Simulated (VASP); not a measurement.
# HfN (P6_3/mmc) in VASP: further runs, part 2 of 3

VASP 6.6.1.

## (3) Single point, r2SCAN (biaxial strain in the a-b plane: -2.0 %)

Contents of POSCAR:

```
HfN
1.0
    3.0814150618      0.0000000000      0.0000000000
   -1.5407075309      2.6685837231      0.0000000000
    0.0000000000      0.0000000000      5.4903479054
Hf N
2 2
Direct
    0.6666666667      0.3333333333      0.7500000000
    0.3333333333      0.6666666667      0.2500000000
    0.0000000000      0.0000000000      0.0000000000
    0.0000000000      0.0000000000      0.5000000000
```

Contents of INCAR.step1:

```
PREC = Accurate
ENCUT = 520
ISMEAR = 0
SIGMA = 0.1
LREAL = False
LASPH = True
NELM = 60
NBANDS = 23
GGA = PE
ALGO = Normal
EDIFF = 1E-4
LWAVE = True
LCHARG = False
```

Contents of INCAR.step2:

```
PREC = Accurate
ENCUT = 520
EDIFF = 1E-7
ISMEAR = 0
SIGMA = 0.1
LREAL = False
LASPH = True
NELM = 60
ALGO = Normal
ISIF = 2
LWAVE = False
LCHARG = False
METAGGA = R2SCAN
LMIXTAU = True
NBANDS = 23
ISTART = 1
```

Contents of KPOINTS:

```
regular mesh
0
Gamma
  18 18 10
```

Potentials or basis: VASP PAW PBE potentials, release 64 (Hf_pv, N).

On the command line:

```
> cat potpaw_PBE.64/Hf_pv/POTCAR potpaw_PBE.64/N/POTCAR > POTCAR
> cp INCAR.step1 INCAR
> mpirun -np 1 vasp_std > vasp.out
> cp INCAR.step2 INCAR
> mpirun -np 1 vasp_std > vasp.out
```

OUTCAR:

```text
PREC = Accurate
   ENCUT = 520
   EDIFF = 1E-7
   ISMEAR = 0
   LREAL = False
   LASPH = True
   NELM = 60
   ISIF = 2
   METAGGA = R2SCAN
   ISTART = 1

 ion  position               nearest neighbor table
   1  0.667  0.333  0.750-   3 2.25   4 2.25   3 2.25   4 2.25   3 2.25   4 2.25   2 3.27   2 3.27
                             2 3.27   2 3.27   2 3.27   2 3.27
   2  0.333  0.667  0.250-   3 2.25   4 2.25   3 2.25   4 2.25   3 2.25   4 2.25   1 3.27   1 3.27
                             1 3.27   1 3.27   1 3.27   1 3.27
   3  0.000  0.000  0.000-   1 2.25   2 2.25   2 2.25   1 2.25   1 2.25   2 2.25
   4  0.000  0.000  0.500-   1 2.25   2 2.25   2 2.25   1 2.25   1 2.25   2 2.25

  LATTYP: Found a hexagonal cell.
 ALAT       =     3.0814150618
 C/A-ratio  =     1.7817618838

  Lattice vectors:

 A1 = (   3.0814150618,   0.0000000000,   0.0000000000)
 A2 = (  -1.5407075309,   2.6685837231,   0.0000000000)
 A3 = (   0.0000000000,   0.0000000000,   5.4903479054)

Analysis of symmetry for initial positions (statically):
=====================================================================
 Subroutine PRICEL returns:
 Original cell was already a primitive cell.

 Routine SETGRP: Setting up the symmetry group for a
 hexagonal supercell.

 Subroutine GETGRP returns: Found 24 space group operations
 (whereof 12 operations were pure point group operations)
 out of a pool of 24 trial point group operations.

The static configuration has the point symmetry D_3d.
 The point group associated with its full space group is D_6h.

Analysis of symmetry for dynamics (positions and initial velocities):
=====================================================================
 Subroutine PRICEL returns:
 Original cell was already a primitive cell.

 Routine SETGRP: Setting up the symmetry group for a
 hexagonal supercell.

 Subroutine GETGRP returns: Found 24 space group operations
 (whereof 12 operations were pure point group operations)
 out of a pool of 24 trial point group operations.

The dynamic configuration has the point symmetry D_3d.
 The point group associated with its full space group is D_6h.

 Subroutine INISYM returns: Found 24 space group operations
 (whereof 12 operations are pure point group operations),
 and found     1 'primitive' translations

----------------------------------------------------------------------------------------

                                     Primitive cell

  volume of cell :      45.1472

  direct lattice vectors                    reciprocal lattice vectors
     3.081415062  0.000000000  0.000000000     0.324526226  0.187365304  0.000000000
    -1.540707531  2.668583723  0.000000000     0.000000000  0.374730608  0.000000000
     0.000000000  0.000000000  5.490347905     0.000000000  0.000000000  0.182137820

  length of vectors
     3.081415062  3.081415062  5.490347905     0.374730608  0.374730608  0.182137820

  position of ions in fractional coordinates (direct lattice)
     0.666666667  0.333333333  0.750000000
     0.333333333  0.666666667  0.250000000
     0.000000000  0.000000000  0.000000000
     0.000000000  0.000000000  0.500000000

  ion indices of the primitive-cell ions
   primitive index   ion index
[... 28 lines left out ...]

 Found    222 irreducible k-points:

 Following reciprocal coordinates:
            Coordinates               Weight
  0.000000  0.000000  0.000000      1.000000
  0.055556 -0.000000  0.000000      6.000000
  0.111111 -0.000000  0.000000      6.000000
  0.166667 -0.000000  0.000000      6.000000
  0.222222 -0.000000  0.000000      6.000000
  0.277778 -0.000000  0.000000      6.000000
[... 16 lines left out ...]
  0.333333  0.111111  0.000000     12.000000
  0.388889  0.111111  0.000000     12.000000
 [... further k-points ...]
   k-points           NKPTS =    222   k-points in BZ     NKDIM =    222   number of bands    NBANDS=     23
   number of dos      NEDOS =    301   number of ions     NIONS =      4
   total plane-waves  NPLWV =  24192
   dimension x,y,z NGX =    24 NGY =   24 NGZ =   42
   dimension x,y,z NGXF=    48 NGYF=   48 NGZF=   84
   ions per type =               2   2
   NGX,Y,Z   is equivalent  to a cutoff of  12.95, 12.95, 12.72 a.u.
   NGXF,Y,Z  is equivalent  to a cutoff of  25.90, 25.90, 25.43 a.u.
 SYSTEM =  unknown system
   PREC   = accura    normal or accurate (medium, high low for compatibility)
   ISTART =      1    job   : 0-new  1-cont  2-samecut
   ICHARG =      0    charge: 1-file 2-atom 10-const
   ISPIN  =      1    spin polarized calculation?
   LNONCOLLINEAR =      F non collinear calculations
   LSORBIT =      F    spin-orbit coupling
   LASPH  =      T    aspherical Exc in radial PAW
   ENCUT  =  520.0 eV  38.22 Ry    6.18 a.u.   5.73  5.73 10.21*2*pi/ulx,y,z
   NELM   =     60;   NELMIN=  2; NELMDL=  0     # of ELM steps
   EDIFF  = 0.1E-06   stopping-criterion for ELM
   LREAL  =      F    real-space projection
   EDIFFG = 0.1E-05   stopping-criterion for IOM
   NSW    =      0    number of steps for IOM
   IBRION =     -1    ionic relax: 0-MD 1-quasi-New 2-CG
   NFREE  =      0    steps in history (QN), initial steepest desc. (CG)
   ISIF   =      2    stress and relaxation
   ISYM   =      2    0-nonsym 1-usesym 2-fastsym
   POTIM  = 0.5000    time-step for ionic-motion
   TEBEG  =    0.0;   TEEND  =   0.0 temperature during run
   PSTRESS=    0.0 pullay stress
   NELECT =      30.0000    total number of electrons
   NUPDOWN=      -1.0000    fix difference up-down
   EMIN   =  10.00;   EMAX   =-10.00  energy-range for DOS
   EFERMI =   0.00;   METHOD = LEGACY
   ISMEAR =     0;   SIGMA  =   0.10  broadening in eV -4-tet -1-fermi 0-gaus
   EFERMI_NEDOS =   21; number of points for ismear=-14 and -15
   IALGO  =     38    algorithm
   IMIX   =      4    mixing-type and parameters
     AMIX     =   0.40;   BMIX     =  1.00
     AMIX_MAG =   1.60;   BMIX_MAG =  1.00
  volume/ion in A,a.u.               =      11.29        76.17
  Fermi-wavevector in a.u.,A,eV,Ry     =   1.428581  2.699627 27.767374  2.040844
  Thomas-Fermi vector in A             =   2.548628
   LORBIT       =      0    0 simple, 1 ext, 2 COOP (PROOUT), +10 PAW based schemes
   METAGGA = R2SCAN    functional components
   LHFCALC =     F    Hartree Fock is set to
   AEXX    =    0.0000 exact exchange contribution
   IVDW    =     0    specifies the selected vdW correction
   LEPSILON=     F    determine dielectric tensor
   LRPA    =     F    only Hartree local field effects (RPA)
 non-spin polarized calculation
 Gauss-broadening in eV      SIGMA  =   0.10
  energy-cutoff  :      520.00
  volume of cell :       45.15
 maximum number of plane-waves:      1228
 NGX is ok and might be reduce to    24
   NGX = 11   NGY = 11   NGZ = 21

 number of electron      29.9999992 magnetization

 Free energy of the ion-electron system (eV)
  ---------------------------------------------------
  ext. energy  EPLUGINS =         0.00000000
  ---------------------------------------------------
  free energy    TOTEN  =      -116.34795749 eV

  energy without entropy =     -116.34445540  energy(sigma->0) =     -116.34620644

 E-fermi :   8.0780     XC(G=0): -13.7260

 val. band max:        8.0457559382   @ k =   0.2222  -0.0000   0.5000
 cond. band min:       8.0945807338   @ k =   0.1667  -0.0000   0.4000
 fundamental gap:      0.0488247956
 Fermi energy:         8.0779972991

 k-point     1 :       0.0000    0.0000    0.0000
  band No.  band energies     occupation
      1     -24.8270      2.00000
      2     -23.9449      2.00000
      3     -23.7768      2.00000
      4     -23.7768      2.00000
      5     -23.7282      2.00000
      6     -23.7282      2.00000
[... 613 lines left out ...]
     22      14.9998      0.00000
     23      16.0597      0.00000

 [... further k-points ...]

------------------------ aborting loop because EDIFF is reached ----------------------------------------

  FORCE on cell =-STRESS in cart. coord.  units (eV):
  Direction    XX          YY          ZZ          XY          YZ          ZX
  --------------------------------------------------------------------------------------
  -------------------------------------------------------------------------------------
  Total        2.9800608      2.9800608     -1.1477521     -0.0000000      0.0000000     -0.0000000
  in kB      105.7559503    105.7559503    -40.7312535     -0.0000000      0.0000000     -0.0000000
  external PRESSURE =      56.9268824 kB  Pullay stress =       0.0000000 kB

 VOLUME and BASIS-vectors are now :
 -----------------------------------------------------------------------------
  energy-cutoff  :      520.00
  volume of cell :       45.15
      direct lattice vectors                 reciprocal lattice vectors
     3.081415062  0.000000000  0.000000000     0.324526226  0.187365304  0.000000000
    -1.540707531  2.668583723  0.000000000     0.000000000  0.374730608  0.000000000
     0.000000000  0.000000000  5.490347905     0.000000000  0.000000000  0.182137820

 POSITION                                       TOTAL-FORCE (eV/Angst)
 -----------------------------------------------------------------------------------
      1.54071      0.88953      4.11776        -0.000000      0.000000     -0.000000
     -0.00000      1.77906      1.37259         0.000000     -0.000000      0.000000
      0.00000      0.00000      0.00000         0.000000     -0.000000      0.000000
      0.00000      0.00000      2.74517         0.000000     -0.000000      0.000000
 -----------------------------------------------------------------------------------
    total drift:                               -0.000000      0.000000     -0.000000

  FREE ENERGIE OF THE ION-ELECTRON SYSTEM (eV)
  ---------------------------------------------------
  free  energy   TOTEN  =      -116.3479574859 eV

  energy  without entropy=     -116.3444554025  energy(sigma->0) =     -116.34620644
```

It took 12 min on 1 thread of Intel Xeon Platinum 8488C (Sapphire Rapids), shared host; peak memory 0.32 GiB.

What came out:

- Free energy: -116.3480 eV
- Pressure: 5.7 GPa
- Band gap on the k mesh: zero (band 15 reaches 9.96 eV, above the bottom of band 16 at 7.63 eV)

Levels at points of the mesh, in eV from the Fermi level:
| k point | band 13 | band 14 | band 15 | band 16 | band 17 | band 18 |
| --- | --- | --- | --- | --- | --- | --- |
| (0.00, 0.00, 0.00) | -3.77 | -2.19 | -0.80 | 0.93 | 0.93 | 1.66 |
| (0.50, 0.00, 0.00) | -3.42 | -2.93 | -2.86 | 2.34 | 3.09 | 4.86 |
| (0.00, 0.00, 0.50) | -4.51 | -4.51 | 1.88 | 1.88 | 3.07 | 3.07 |
| (0.50, 0.00, 0.50) | -4.69 | -4.69 | -0.29 | -0.29 | 5.34 | 5.34 |

Caveat: the cell differs from its parent crystal (biaxial strain in the a-b plane: -2.0 %); the PAW data sets were made with another functional, which shifts forces and pressure a little; spin-orbit coupling is left out, which moves the levels of the heavy elements.

## (4) Single point, r2SCAN

This run uses another cell than the first one, of 11.61 Å³/atom, 1.008 times its volume.

Contents of POSCAR:

```
HfN
1.0
    3.1443010835      0.0000000000      0.0000000000
   -1.5721505417      2.7230446154      0.0000000000
    0.0000000000      0.0000000000      5.4252449658
Hf N
2 2
Direct
    0.6666666667      0.3333333333      0.7500000000
    0.3333333333      0.6666666667      0.2500000000
    0.0000000000      0.0000000000      0.0000000000
    0.0000000000      0.0000000000      0.5000000000
```

Contents of INCAR.step1:

```
SYSTEM = HfN
PREC = Accurate
ENCUT = 520
ISMEAR = 0
SIGMA = 0.1
LREAL = .False.
LASPH = .True.
NELM = 60
NBANDS = 23
GGA = PE
ALGO = Normal
EDIFF = 1E-4
LWAVE = .True.
LCHARG = .False.
```

Contents of INCAR.step2:

```
SYSTEM = HfN
PREC = Accurate
ENCUT = 520
EDIFF = 1E-7
ISMEAR = 0
SIGMA = 0.1
LREAL = .False.
LASPH = .True.
NELM = 60
ALGO = Normal
ISIF = 2
LWAVE = .False.
LCHARG = .False.
METAGGA = R2SCAN
LMIXTAU = .True.
NBANDS = 23
ISTART = 1
```

Contents of KPOINTS:

```
Automatic mesh
0
Gamma
  18 18 10
  0 0 0
```

On the command line:

```
> cat potpaw_PBE.64/Hf_pv/POTCAR potpaw_PBE.64/N/POTCAR > POTCAR
> cp INCAR.step1 INCAR
> mpirun -np 1 vasp_std > vasp.out
> cp INCAR.step2 INCAR
> mpirun -np 1 vasp_std > vasp.out
```

It took 12 min on 1 thread of Intel Xeon Platinum 8488C (Sapphire Rapids), shared host; peak memory 0.32 GiB.

It converged, with:

```yaml
Free_energy: -116.4043 eV
Pressure: -2.6 GPa
Band_gap_on_the_k_mesh: zero (band 15 reaches 9.86 eV, above the bottom of band 16 at 7.42 eV)
```

Stress tensor (GPa, compression positive):
```
-2.69  0.00  0.00
 0.00 -2.69  0.00
 0.00  0.00 -2.43
```

Levels at points of the mesh, in eV from the Fermi level:
```tsv
k point	band 12	band 13	band 14	band 15	band 16	band 17	band 18	band 19
(0.00, 0.00, 0.00)	-3.90	-3.90	-2.00	-0.45	0.85	0.85	1.12	2.01
(0.50, 0.00, 0.00)	-5.78	-3.61	-2.88	-2.71	2.45	2.88	4.58	4.75
(0.00, 0.00, 0.50)	-4.68	-4.68	-4.68	1.95	1.95	3.03	3.03	3.03
(0.50, 0.00, 0.50)	-5.73	-4.80	-4.80	-0.36	-0.36	4.86	4.86	4.92
```

Caveat: the PAW data sets were made with another functional, which shifts forces and pressure a little; spin-orbit coupling is left out, which moves the levels of the heavy elements.

## (5) Single point, r2SCAN (biaxial strain in the a-b plane: +2.0 %)

Contents of POSCAR:

```
HfN
1.0
    3.2071871051      0.0000000000      0.0000000000
   -1.6035935526      2.7775055077      0.0000000000
    0.0000000000      0.0000000000      5.3601420262
Hf N
2 2
Direct
    0.6666666667      0.3333333333      0.7500000000
    0.3333333333      0.6666666667      0.2500000000
    0.0000000000      0.0000000000      0.0000000000
    0.0000000000      0.0000000000      0.5000000000
```

Contents of INCAR.step1:

```
SYSTEM = HfN
ALGO = Normal
EDIFF = 1E-4
ENCUT = 520
GGA = PE
ISMEAR = 0
LASPH = .True.
LCHARG = .False.
LREAL = .False.
LWAVE = .True.
NBANDS = 23
NELM = 80
PREC = Accurate
SIGMA = 0.1
```

Contents of INCAR.step2:

```
SYSTEM = HfN
ALGO = Normal
EDIFF = 1E-7
ENCUT = 520
ISIF = 2
ISMEAR = 0
ISTART = 1
LASPH = .True.
LCHARG = .False.
LMIXTAU = .True.
LREAL = .False.
LWAVE = .False.
METAGGA = R2SCAN
NBANDS = 23
NELM = 80
PREC = Accurate
SIGMA = 0.1
```

Contents of KPOINTS:

```
k-points
0
Gamma
  18 18 10
  0 0 0
```

On the command line:

```
> cat potpaw_PBE.64/Hf_pv/POTCAR potpaw_PBE.64/N/POTCAR > POTCAR
> cp INCAR.step1 INCAR
> mpirun -np 1 vasp_std > vasp.out
> cp INCAR.step2 INCAR
> mpirun -np 1 vasp_std > vasp.out
```

Wall time 11 min (1 thread of Intel Xeon Platinum 8488C (Sapphire Rapids), shared host); peak memory 0.33 GiB.

Results (log left out):

* Free energy: -116.3085 eV
* Pressure: -9.7 GPa
* Band gap on the k mesh: zero (band 15 reaches 9.71 eV, above the bottom of band 16 at 7.21 eV)

Stress tensor (GPa, compression positive):
```
-14.59   0.00   0.00
  0.00 -14.59   0.00
  0.00   0.00   0.17
```

Levels at points of the mesh, in eV from the Fermi level:
```tsv
k point	band 13	band 14	band 15	band 16	band 17	band 18
(0.00, 0.00, 0.00)	-3.96	-1.73	-0.12	0.74	0.82	0.82
(0.50, 0.00, 0.00)	-3.72	-2.87	-2.42	2.57	2.72	4.11
(0.00, 0.00, 0.50)	-4.77	-4.77	2.01	2.01	2.75	2.75
(0.50, 0.00, 0.50)	-4.83	-4.83	-0.38	-0.38	4.45	4.45
```

Caveat: the cell differs from its parent crystal (biaxial strain in the a-b plane: +2.0 %); the PAW data sets were made with another functional, which shifts forces and pressure a little; spin-orbit coupling is left out, which moves the levels of the heavy elements.

(Continued in part 3 of 3.)
